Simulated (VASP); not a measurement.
Wanted: the native input for a VASP 6.6.1 run.

| Item | Value |
| --- | --- |
| Task | relaxation of cell and atoms |
| Functional | PBE |
| Dispersion | D3(BJ) |
| Potentials or basis | VASP PAW PBE potentials, release 64 (Al, Cu) |
| Cutoff | 600 eV |
| k mesh | 10 × 10 × 10 |
| Occupations | gaussian, width 0.1 eV |
| Spin | no spin polarisation |
| Dipole correction | no |
| Further INCAR settings | ALGO = Fast; EDIFF = 1e-06; IBRION = 2; EDIFFG = -0.002; NSW = 100; ISIF = 3 |

The structure of Al2Cu lies in POSCAR:

```
Al2Cu
1.0
   -2.9988978300      2.9988978300      2.3927372900
    2.9988978300     -2.9988978300      2.3927372900
    2.9988978300      2.9988978300     -2.3927372900
Al Cu
4 2
Direct
    0.3413930800      0.1586069200      0.5000000000
    0.1586069200      0.6586069200      0.8172138400
    0.8413930800      0.3413930800      0.1827861600
    0.6586069200      0.8413930800      0.5000000000
    0.7500000000      0.7500000000      0.0000000000
    0.2500000000      0.2500000000      0.0000000000
```

The input as run:

INCAR

```
SYSTEM = Al2Cu
PREC = Accurate
ENCUT = 600
EDIFF = 1E-6
ISMEAR = 0
SIGMA = 0.1
LREAL = .FALSE.
LASPH = .TRUE.
NELM = 100
ALGO = Fast
ISIF = 3
LWAVE = .FALSE.
LCHARG = .FALSE.
GGA = PE
IVDW = 12
IBRION = 2
NSW = 100
EDIFFG = -0.002
```

KPOINTS

```
regular mesh
0
G
  10 10 10
  0 0 0
```

Potentials or basis: VASP PAW PBE potentials, release 64 (Al, Cu).

Launch:

```bash
$ cat potpaw_PBE.64/Al/POTCAR potpaw_PBE.64/Cu/POTCAR > POTCAR
$ mpirun -np 1 vasp_std > vasp.out
```

It gave:

```json
{
 "Relaxed volume": "14.28 Å³/atom",
 "Relaxed cell": "a = 4.857 Å, b = 4.857 Å, c = 4.857 Å, α = 104.21°, β = 104.21°, γ = 120.59°",
 "Space group after relaxing (to 0.1 Å)": "I4/mcm (No. 140)",
 "Energy gained by relaxing": "0.7 meV/atom",
 "Ionic steps": "44",
 "Pressure after relaxing": "0.0 GPa",
 "Band gap on the k mesh": "zero (bands 17 and 18 overlap by 4.44 eV)",
 "Dispersion energy per atom": "-0.417 eV"
}
```

Run time: 24 min on 1 thread of AMD EPYC 9R45 96-Core Processor (Zen 5) (shared host), peak memory 0.37 GiB.
